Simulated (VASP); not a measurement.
# Co (P6_3/mmc) in VASP: notebook

Runs on Co. Level: PBE. Tasks: single point.

All numbers are computed with VASP 6.6.1; they aren't measurements. Logs are shortened: lines on timing, memory, paths and dates and some standing lists are left out, and cuts for length are marked.

### 1 The cell of the first run

The structure is hexagonal, space group P6_3/mmc (No. 194). The conventional cell has a = 2.588 Å, b = 2.588 Å, c = 4.201 Å, α = 90.00°, β = 90.00°, γ = 120.00°. Within 3.4 Å of Co (site symmetry -6m2) lie 12 Co at 2.58 to 2.59 Å.

### 2 Single point, PBE (volume scaled by 1.1)

Input file INCAR:

```
PREC = Accurate
ENCUT = 520
EDIFF = 1E-7
ISMEAR = -1
SIGMA = 0.08
LREAL = False
LASPH = True
NELM = 100
ALGO = Normal
ISIF = 2
LWAVE = False
LCHARG = False
GGA = PE
NBANDS = 16
```

Input file KPOINTS:

```
regular mesh
0
Gamma
  15 15 8
```

Input file POSCAR:

```
Co
1.0
    2.5883391615      0.0000000000      0.0000000000
   -1.2941695808      2.2415674674      0.0000000000
    0.0000000000      0.0000000000      4.2012768419
Co
2
Direct
    0.3333333333      0.6666666667      0.2500000000
    0.6666666667      0.3333333333      0.7500000000
```

Potentials or basis: VASP PAW PBE potentials, release 64 (Co).

On the command line:

```
> cat potpaw_PBE.64/Co/POTCAR > POTCAR
> mpirun -np 1 vasp_std > vasp.out
```

OUTCAR:

```text
PREC = Accurate
   ENCUT = 520
   EDIFF = 1E-7
   ISMEAR = -1
   LREAL = False
   LASPH = True
   NELM = 100
   ISIF = 2
   GGA = PE

 ion  position               nearest neighbor table
   1  0.333  0.667  0.250-   2 2.58   2 2.58   2 2.58   2 2.58   2 2.58   2 2.58
   2  0.667  0.333  0.750-   1 2.58   1 2.58   1 2.58   1 2.58   1 2.58   1 2.58

  LATTYP: Found a hexagonal cell.
 ALAT       =     2.5883391615
 C/A-ratio  =     1.6231554598

  Lattice vectors:

 A1 = (   2.5883391615,   0.0000000000,   0.0000000000)
 A2 = (  -1.2941695808,   2.2415674674,   0.0000000000)
 A3 = (   0.0000000000,   0.0000000000,   4.2012768419)

Analysis of symmetry for initial positions (statically):
=====================================================================
 Subroutine PRICEL returns:
 Original cell was already a primitive cell.

 Routine SETGRP: Setting up the symmetry group for a
 hexagonal supercell.

 Subroutine GETGRP returns: Found 24 space group operations
 (whereof 12 operations were pure point group operations)
 out of a pool of 24 trial point group operations.

The static configuration has the point symmetry D_3d.
 The point group associated with its full space group is D_6h.

Analysis of symmetry for dynamics (positions and initial velocities):
=====================================================================
 Subroutine PRICEL returns:
 Original cell was already a primitive cell.

 Routine SETGRP: Setting up the symmetry group for a
 hexagonal supercell.

 Subroutine GETGRP returns: Found 24 space group operations
 (whereof 12 operations were pure point group operations)
 out of a pool of 24 trial point group operations.

The dynamic configuration has the point symmetry D_3d.
 The point group associated with its full space group is D_6h.

 Subroutine INISYM returns: Found 24 space group operations
 (whereof 12 operations are pure point group operations),
 and found     1 'primitive' translations

----------------------------------------------------------------------------------------

                                     Primitive cell

  volume of cell :      24.3755

  direct lattice vectors                    reciprocal lattice vectors
     2.588339161  0.000000000  0.000000000     0.386348132  0.223058198  0.000000000
[... 77 lines left out ...]
   PREC   = accura    normal or accurate (medium, high low for compatibility)
   ISTART =      0    job   : 0-new  1-cont  2-samecut
   ICHARG =      2    charge: 1-file 2-atom 10-const
   ISPIN  =      1    spin polarized calculation?
   LNONCOLLINEAR =      F non collinear calculations
   LSORBIT =      F    spin-orbit coupling
   LASPH  =      T    aspherical Exc in radial PAW
   ENCUT  =  520.0 eV  38.22 Ry    6.18 a.u.   4.81  4.81  7.81*2*pi/ulx,y,z
   NELM   =    100;   NELMIN=  2; NELMDL= -5     # of ELM steps
   EDIFF  = 0.1E-06   stopping-criterion for ELM
   LREAL  =      F    real-space projection
   EDIFFG = 0.1E-05   stopping-criterion for IOM
   NSW    =      0    number of steps for IOM
   IBRION =     -1    ionic relax: 0-MD 1-quasi-New 2-CG
   NFREE  =      0    steps in history (QN), initial steepest desc. (CG)
   ISIF   =      2    stress and relaxation
   ISYM   =      2    0-nonsym 1-usesym 2-fastsym
   POTIM  = 0.5000    time-step for ionic-motion
   TEBEG  =    0.0;   TEEND  =   0.0 temperature during run
   PSTRESS=    0.0 pullay stress
   NELECT =      18.0000    total number of electrons
   NUPDOWN=      -1.0000    fix difference up-down
   EMIN   =  10.00;   EMAX   =-10.00  energy-range for DOS
   EFERMI =   0.00;   METHOD = LEGACY
   ISMEAR =    -1;   SIGMA  =   0.08  broadening in eV -4-tet -1-fermi 0-gaus
   EFERMI_NEDOS =   21; number of points for ismear=-14 and -15
   IALGO  =     38    algorithm
   IMIX   =      4    mixing-type and parameters
     AMIX     =   0.40;   BMIX     =  1.00
     AMIX_MAG =   1.60;   BMIX_MAG =  1.00
  volume/ion in A,a.u.               =      12.19        82.25
  Fermi-wavevector in a.u.,A,eV,Ry     =   1.479725  2.796274 29.791112  2.189585
  Thomas-Fermi vector in A             =   2.593847
   LORBIT       =      0    0 simple, 1 ext, 2 COOP (PROOUT), +10 PAW based schemes
   GGA     = PE    functional components
   LHFCALC =     F    Hartree Fock is set to
   AEXX    =    0.0000 exact exchange contribution
   IVDW    =     0    specifies the selected vdW correction
   LEPSILON=     F    determine dielectric tensor
   LRPA    =     F    only Hartree local field effects (RPA)
 non-spin polarized calculation
  energy-cutoff  :      520.00
  volume of cell :       24.38
 maximum number of plane-waves:       672
 NGX is ok and might be reduce to    20
   NGX =  9   NGY =  9   NGZ = 15

 number of electron      18.0000002 magnetization

 Free energy of the ion-electron system (eV)
  ---------------------------------------------------
  ext. energy  EPLUGINS =         0.00000000
  ---------------------------------------------------
  free energy    TOTEN  =       -13.31673637 eV

  energy without entropy =      -13.17057472  energy(sigma->0) =      -13.24365554

 E-fermi :   8.5054     XC(G=0): -12.7490

 val. band max:        8.5047605518   @ k =   0.2667   0.0000   0.3750
 cond. band min:       8.5064168854   @ k =   0.3333   0.0667   0.1250
 fundamental gap:      0.0016563336
 Fermi energy:         8.5053887751

 k-point     1 :       0.0000    0.0000    0.0000
  band No.  band energies     occupation
      1       0.4430      2.00000
      2       4.5403      2.00000
      3       6.9924      2.00000
      4       7.0458      2.00000
      5       7.0458      2.00000
      6       7.3194      2.00000
[... 433 lines left out ...]
      3       5.4853      2.00000
      4       6.2083      2.00000
      5       6.7642      2.00000
      6       6.9256      2.00000
[... 8 lines left out ...]
     15      19.0882      0.00000
     16      21.0603      0.00000

 [... further k-points ...]
[... 5 lines left out ...]
  --------------------------------------------------------------------------------------
  -------------------------------------------------------------------------------------
  Total       -4.1206424     -4.1206424     -4.4105110      0.0000000     -0.0000000      0.0000000
  in kB     -270.8452452   -270.8452452   -289.8979808      0.0000000     -0.0000000      0.0000000
  external PRESSURE =    -277.1961571 kB  Pullay stress =       0.0000000 kB

 VOLUME and BASIS-vectors are now :
 -----------------------------------------------------------------------------
  energy-cutoff  :      520.00
  volume of cell :       24.38
      direct lattice vectors                 reciprocal lattice vectors
     2.588339161  0.000000000  0.000000000     0.386348132  0.223058198  0.000000000
    -1.294169581  2.241567467  0.000000000     0.000000000  0.446116396  0.000000000
     0.000000000  0.000000000  4.201276842     0.000000000  0.000000000  0.238022877

 POSITION                                       TOTAL-FORCE (eV/Angst)
 -----------------------------------------------------------------------------------
     -0.00000      1.49438      1.05032        -0.000000      0.000000      0.000000
      1.29417      0.74719      3.15096         0.000000      0.000000      0.000000
 -----------------------------------------------------------------------------------
    total drift:                               -0.000000     -0.000000     -0.000000

  FREE ENERGIE OF THE ION-ELECTRON SYSTEM (eV)
  ---------------------------------------------------
  free  energy   TOTEN  =       -13.3167363696 eV

  energy  without entropy=      -13.1705747169  energy(sigma->0) =      -13.24365554
```

stdout:

```text
POSCAR found type information on POSCAR Co
 POSCAR found :  1 types and       2 ions
 scaLAPACK will be used
 LDA part: xc-table for (Slater+PW92), standard interpolation
 POSCAR, INCAR and KPOINTS ok, starting setup
 FFT: planning ... GRIDC
 FFT: planning ... GRID_SOFT
 FFT: planning ... GRID
 WAVECAR not read
 entering main loop
```

Wall time 32 s (1 thread of Intel Xeon 6975P-C, shared host); peak memory 0.17 GiB.

What came out:

```
Free energy            : -13.3167 eV
Pressure               : -27.7 GPa
Band gap on the k mesh : zero (band 9 reaches 8.79 eV, above the bottom of band 10 at 7.60 eV)
```

Caveat: the run has no spin polarisation, though such a crystal can be magnetic. Spin polarisation is off, so any magnetic state and its effect on volume and gap are missing.

### 3 Single point, PBE (volume scaled by 1.25)

Input file INCAR:

```
PREC     = Accurate       # precision mode
ENCUT    = 520            # plane-wave cutoff, eV
EDIFF    = 1E-6           # SCF threshold, eV
ISMEAR   = -1             # smearing method
SIGMA    = 0.08           # smearing width, eV
LREAL    = False          # projectors in reciprocal space
LASPH    = True           # aspherical terms in the spheres
NELM     = 80             # most SCF steps
ALGO     = Normal         # electronic algorithm
ISIF     = 2              # what is computed and relaxed
LWAVE    = False          # write WAVECAR
LCHARG   = False          # write CHGCAR
GGA      = PE             # functional
NBANDS   = 16             # bands
```

KPOINTS is that of step 2.

Input file POSCAR:

```
Co
1.0
    2.7010147709      0.0000000000      0.0000000000
   -1.3505073854      2.3391474075      0.0000000000
    0.0000000000      0.0000000000      4.3841668725
Co
2
Direct
    0.3333333333      0.6666666667      0.2500000000
    0.6666666667      0.3333333333      0.7500000000
```

Potentials or basis: VASP PAW PBE potentials, release 64 (Co).

On the command line:

```
> cat potpaw_PBE.64/Co/POTCAR > POTCAR
> mpirun -np 1 vasp_std > vasp.out
```

Wall time 31 s (1 thread of Intel Xeon 6975P-C, shared host); peak memory 0.17 GiB.

The run converged. Its results:

- Free energy: -12.6413 eV
- Pressure: -35.8 GPa
- Band gap on the k mesh: zero (band 9 reaches 7.16 eV, above the bottom of band 10 at 6.19 eV)

Stress tensor (GPa, compression positive):
```
-35.29   0.00   0.00
  0.00 -35.29   0.00
  0.00   0.00 -36.92
```

Levels at points of the mesh, in eV from the Fermi level:
```
           k point  band 6  band 7  band 8  band 9  band 10  band 11  band 12  band 13
(0.00, 0.00, 0.00)   -0.98   -0.98   -0.71   -0.71     0.08     0.08     0.28     5.14
(0.00, 0.00, 0.50)   -1.25   -1.25   -1.25   -0.15    -0.15    -0.15    -0.15    12.79
```

Caveat: the run has no spin polarisation, though such a crystal can be magnetic. Spin polarisation is off, so any magnetic state and its effect on volume and gap are missing.

### 4 Single point, PBE, collinear spin, ferromagnetic start (volume scaled by 0.66)

Input file INCAR:

```
PREC = Accurate
ENCUT = 520
EDIFF = 1E-6
ISMEAR = -1
SIGMA = 0.08
LREAL = False
LASPH = True
NELM = 150
ALGO = Normal
ISIF = 2
LWAVE = False
LCHARG = True
ISPIN = 2
MAGMOM = 2 2
LORBIT = 11
LMAXMIX = 4
GGA = PE
LELF = True
LVHAR = True
NBANDS = 20
```

Input file KPOINTS:

```
Automatic mesh
0
Gamma
  15 15 8
```

Input file POSCAR:

```
Co
1.0
    2.1830897977      0.0000000000      0.0000000000
   -1.0915448988      1.8906112235      0.0000000000
    0.0000000000      0.0000000000      3.5434941244
Co
2
Direct
    0.3333333333      0.6666666667      0.2500000000
    0.6666666667      0.3333333333      0.7500000000
```

On the command line:

```
> cat potpaw_PBE.64/Co/POTCAR > POTCAR
> mpirun -np 1 vasp_std > vasp.out
```

Wall time 70 s (1 thread of Intel Xeon 6975P-C, shared host); peak memory 0.17 GiB.

Results (log left out):

```
Free energy            : -11.0828 eV
Pressure               : 193.5 GPa
Band gap on the k mesh : zero (filled and empty bands overlap)
Net moment             : 0.03 μB per cell
```

Stress tensor (GPa, compression positive):
```
194.53   0.00   0.00
  0.00 194.53   0.00
  0.00   0.00 191.59
```

Levels at points of the mesh, in eV from the Fermi level:
Spin up:
```
           k point  band 5  band 6  band 7  band 8  band 9  band 10  band 11  band 12  band 13  band 14
(0.00, 0.00, 0.00)   -3.20   -2.58   -2.58   -1.89   -1.89    -0.43     0.14     0.14    10.76    24.83
(0.00, 0.00, 0.50)   -3.31   -3.31   -3.31   -3.31   -0.41    -0.41    -0.41    -0.41    19.89    19.89
```
Spin down:
| k point | band 7 | band 8 | band 9 | band 10 | band 11 | band 12 |
| --- | --- | --- | --- | --- | --- | --- |
| (0.00, 0.00, 0.00) | -2.57 | -1.87 | -1.87 | -0.43 | 0.16 | 0.16 |
| (0.00, 0.00, 0.50) | -3.29 | -3.29 | -0.39 | -0.39 | -0.39 | -0.39 |

Caveat: the starting moments collapsed, and a magnetic state may lie lower.

### 5 Single point, PBE, collinear spin, ferromagnetic start (volume scaled by 0.66)

Input file INCAR:

```
SYSTEM = Co
  PREC = Accurate
  ENCUT = 520
  EDIFF = 1E-6
  ISMEAR = -1
  SIGMA = 0.08
  LREAL = .False.
  LASPH = .True.
  NELM = 150
  ALGO = Normal
  ISIF = 2
  LWAVE = .False.
  LCHARG = .False.
  ISPIN = 2
  MAGMOM = 2 2
  LORBIT = 11
  LMAXMIX = 4
  GGA = PE
  NBANDS = 20
```

Input file KPOINTS:

```
Automatic mesh
0
Gamma
  15 15 8
  0 0 0
```

POSCAR is that of step 4.

Potentials or basis: VASP PAW PBE potentials, release 64 (Co).

On the command line:

```
> cat potpaw_PBE.64/Co/POTCAR > POTCAR
> mpirun -np 1 vasp_std > vasp.out
```

OUTCAR:

```text
SYSTEM = Co
   PREC = Accurate
   ENCUT = 520
   EDIFF = 1E-6
   ISMEAR = -1
   LREAL = .False.
   LASPH = .True.
   NELM = 150
   ISIF = 2
   ISPIN = 2
   LORBIT = 11
   GGA = PE

 ion  position               nearest neighbor table
   1  0.333  0.667  0.250-   2 2.17   2 2.17   2 2.17   2 2.17   2 2.17   2 2.17   2 3.08   2 3.08
                             2 3.08   2 3.08   2 3.08   2 3.08
   2  0.667  0.333  0.750-   1 2.17   1 2.17   1 2.17   1 2.17   1 2.17   1 2.17   1 3.08   1 3.08
                             1 3.08   1 3.08   1 3.08   1 3.08

  LATTYP: Found a hexagonal cell.
 ALAT       =     2.1830897977
 C/A-ratio  =     1.6231554598

  Lattice vectors:

 A1 = (   2.1830897977,   0.0000000000,   0.0000000000)
 A2 = (  -1.0915448988,   1.8906112235,   0.0000000000)
 A3 = (   0.0000000000,   0.0000000000,   3.5434941244)

Analysis of symmetry for initial positions (statically):
=====================================================================
 Subroutine PRICEL returns:
 Original cell was already a primitive cell.

 Routine SETGRP: Setting up the symmetry group for a
 hexagonal supercell.

 Subroutine GETGRP returns: Found 24 space group operations
 (whereof 12 operations were pure point group operations)
 out of a pool of 24 trial point group operations.

The static configuration has the point symmetry D_3d.
 The point group associated with its full space group is D_6h.

Analysis of symmetry for dynamics (positions and initial velocities):
=====================================================================
 Subroutine PRICEL returns:
 Original cell was already a primitive cell.

 Routine SETGRP: Setting up the symmetry group for a
 hexagonal supercell.

 Subroutine GETGRP returns: Found 24 space group operations
 (whereof 12 operations were pure point group operations)
 out of a pool of 24 trial point group operations.

The dynamic configuration has the point symmetry D_3d.
 The point group associated with its full space group is D_6h.

Analysis of structural, dynamic, and magnetic symmetry:
=====================================================================
 Subroutine PRICEL returns:
[... 148 lines left out ...]

 Free energy of the ion-electron system (eV)
  ---------------------------------------------------
  ext. energy  EPLUGINS =         0.00000000
  ---------------------------------------------------
  free energy    TOTEN  =       -11.08283020 eV

  energy without entropy =      -11.01285088  energy(sigma->0) =      -11.04784054

 E-fermi :  17.4994     XC(G=0): -15.9207

 val. band max:       17.4985526275   @ k =   0.2667   0.0667   0.3750
 cond. band min:      17.5008268566   @ k =   0.2667   0.2000   0.3750
 fundamental gap:      0.0022742291
 Fermi energy:        17.4994136277

 spin component 1

 k-point     1 :       0.0000    0.0000    0.0000
  band No.  band energies     occupation
      1       5.8341      1.00000
      2       9.9669      1.00000
      3      14.2215      1.00000
      4      14.2947      1.00000
      5      14.2947      1.00000
      6      14.9153      1.00000
[... 541 lines left out ...]
     19      43.6174      0.00000
     20      53.9152      0.00000

 [... further k-points ...]

 spin component 2

 k-point     1 :       0.0000    0.0000    0.0000
  band No.  band energies     occupation
      1       5.8348      1.00000
      2       9.9752      1.00000
      3      14.2358      1.00000
      4      14.3084      1.00000
      5      14.3084      1.00000
      6      14.9296      1.00000
[... 541 lines left out ...]
     19      43.6209      0.00000
     20      53.9364      0.00000

 [... further k-points ...]
[... 5 lines left out ...]
  --------------------------------------------------------------------------------------
  -------------------------------------------------------------------------------------
  Total       17.7574396     17.7574396     17.4890814      0.0000000      0.0000000      0.0000000
  in kB     1945.2945921   1945.2945920   1915.8964464      0.0000001      0.0000000      0.0000000
  external PRESSURE =    1935.4952102 kB  Pullay stress =       0.0000000 kB

 VOLUME and BASIS-vectors are now :
 -----------------------------------------------------------------------------
  energy-cutoff  :      520.00
  volume of cell :       14.63
      direct lattice vectors                 reciprocal lattice vectors
     2.183089798  0.000000000  0.000000000     0.458066361  0.264464737  0.000000000
    -1.091544899  1.890611224  0.000000000     0.000000000  0.528929474  0.000000000
     0.000000000  0.000000000  3.543494124     0.000000000  0.000000000  0.282207326

 POSITION                                       TOTAL-FORCE (eV/Angst)
 -----------------------------------------------------------------------------------
     -0.00000      1.26041      0.88587        -0.000000      0.000000      0.000000
      1.09154      0.63020      2.65762         0.000000      0.000000      0.000000
 -----------------------------------------------------------------------------------
    total drift:                               -0.000000      0.000000     -0.000000

  FREE ENERGIE OF THE ION-ELECTRON SYSTEM (eV)
  ---------------------------------------------------
  free  energy   TOTEN  =       -11.0828301999 eV

  energy  without entropy=      -11.0128508778  energy(sigma->0) =      -11.04784054

 total charge

# of ion       s       p       d       tot
------------------------------------------
    1        0.704   0.984   7.702   9.390
    2        0.704   0.984   7.702   9.390
--------------------------------------------------
tot          1.408   1.967  15.405  18.780

 magnetization (x)

# of ion       s       p       d       tot
------------------------------------------
    1       -0.000  -0.001   0.014   0.013
    2       -0.000  -0.001   0.014   0.013
--------------------------------------------------
tot         -0.000  -0.001   0.028   0.027
```

stdout:

```text
POSCAR found type information on POSCAR Co
 POSCAR found :  1 types and       2 ions
 scaLAPACK will be used
 LDA part: xc-table for (Slater+PW92), standard interpolation
 POSCAR, INCAR and KPOINTS ok, starting setup
 FFT: planning ... GRIDC
 FFT: planning ... GRID_SOFT
 FFT: planning ... GRID
 WAVECAR not read
 entering main loop
```

Wall time 78 s (1 thread of Intel Xeon 6975P-C, shared host); peak memory 0.17 GiB.

What came out:

| Item | Value |
| --- | --- |
| Free energy | -11.0828 eV |
| Pressure | 193.5 GPa |
| Band gap on the k mesh | zero (filled and empty bands overlap) |
| Net moment | 0.03 μB per cell |

Stress tensor (GPa, compression positive):
```
194.53   0.00   0.00
  0.00 194.53   0.00
  0.00   0.00 191.59
```

Levels at points of the mesh, in eV from the Fermi level:
Spin up:
```csv
k point,band 6,band 7,band 8,band 9,band 10,band 11,band 12,band 13
"(0.00, 0.00, 0.00)",-2.58,-2.58,-1.89,-1.89,-0.43,0.14,0.14,10.76
"(0.00, 0.00, 0.50)",-3.31,-3.31,-3.31,-0.41,-0.41,-0.41,-0.41,19.89
```
Spin down:
```tsv
k point	band 6	band 7	band 8	band 9	band 10	band 11	band 12	band 13
(0.00, 0.00, 0.00)	-2.57	-2.57	-1.87	-1.87	-0.43	0.16	0.16	10.77
(0.00, 0.00, 0.50)	-3.29	-3.29	-3.29	-0.39	-0.39	-0.39	-0.39	19.89
```

Caveat: the starting moments collapsed, and a magnetic state may lie lower.
